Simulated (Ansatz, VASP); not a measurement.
Two plane-wave programs on Si27SnC26

```xyz
54
Lattice="0.0000 6.5370 6.5370 6.5370 0.0000 6.5370 6.5370 6.5370 0.0000" Properties=species:S:1:pos:R:3 pbc="T T T"
Si    0.0000    0.0000    0.0000
Si    2.1790    2.1790    0.0000
Si    4.3580    4.3580    0.0000
Si    2.1790    0.0000    2.1790
Si    4.3580    2.1790    2.1790
Si    6.5370    4.3580    2.1790
Si    4.3580    0.0000    4.3580
Si    6.5370    2.1790    4.3580
Si    8.7160    4.3580    4.3580
Si    0.0000    2.1790    2.1790
Si    2.1790    4.3580    2.1790
Si    4.3580    6.5370    2.1790
Si    2.1790    2.1790    4.3580
Si    4.3580    4.3580    4.3580
Si    6.5370    6.5370    4.3580
Si    4.3580    2.1790    6.5370
Si    6.5370    4.3580    6.5370
Si    8.7160    6.5370    6.5370
Si    0.0000    4.3580    4.3580
Si    2.1790    6.5370    4.3580
Si    4.3580    8.7160    4.3580
Si    2.1790    4.3580    6.5370
Si    4.3580    6.5370    6.5370
Si    6.5370    8.7160    6.5370
Si    4.3580    4.3580    8.7160
Si    6.5370    6.5370    8.7160
Si    8.7160    8.7160    8.7160
Sn    1.0895    1.0895    1.0895
C     3.2685    3.2685    1.0895
C     5.4475    5.4475    1.0895
C     3.2685    1.0895    3.2685
C     5.4475    3.2685    3.2685
C     7.6265    5.4475    3.2685
C     5.4475    1.0895    5.4475
C     7.6265    3.2685    5.4475
C     9.8055    5.4475    5.4475
C     1.0895    3.2685    3.2685
C     3.2685    5.4475    3.2685
C     5.4475    7.6265    3.2685
C     3.2685    3.2685    5.4475
C     5.4475    5.4475    5.4475
C     7.6265    7.6265    5.4475
C     5.4475    3.2685    7.6265
C     7.6265    5.4475    7.6265
C     9.8055    7.6265    7.6265
C     1.0895    5.4475    5.4475
C     3.2685    7.6265    5.4475
C     5.4475    9.8055    5.4475
C     3.2685    5.4475    7.6265
C     5.4475    7.6265    7.6265
C     7.6265    9.8055    7.6265
C     5.4475    5.4475    9.8055
C     7.6265    7.6265    9.8055
C     9.8055    9.8055    9.8055
```

Alike in both runs: task electric field gradients; functional PBE; k mesh 3 × 3 × 3; occupations fermi-dirac, width 0.01 eV; no spin polarisation.

```csv
,VASP,Ansatz
version,VASP 6.6.1,Ansatz 0.2.0
potentials or method,"VASP PAW PBE potentials, release 64 (Si, Sn_d, C)","plane-wave PAW, scalar-relativistic"
plane-wave cutoff (eV),520,420
valence electrons in the cell,226,226
```

```csv
,VASP,Ansatz,Ansatz less VASP
gap on the k mesh at the Fermi level (eV),1.19,1.19,+0.004
pressure (GPa),19.2,19.3,+0.04
rms of the force components (eV/Å),3.056,3.056,-0.0002
size of Vzz on the site where it differs most (V/Å²),66.9,49.7,-17.19
```

Atom by atom the forces differ by 0.003 eV/Å (rms over components). The functional is the same, so the differences come from potentials, cutoffs and numerics.
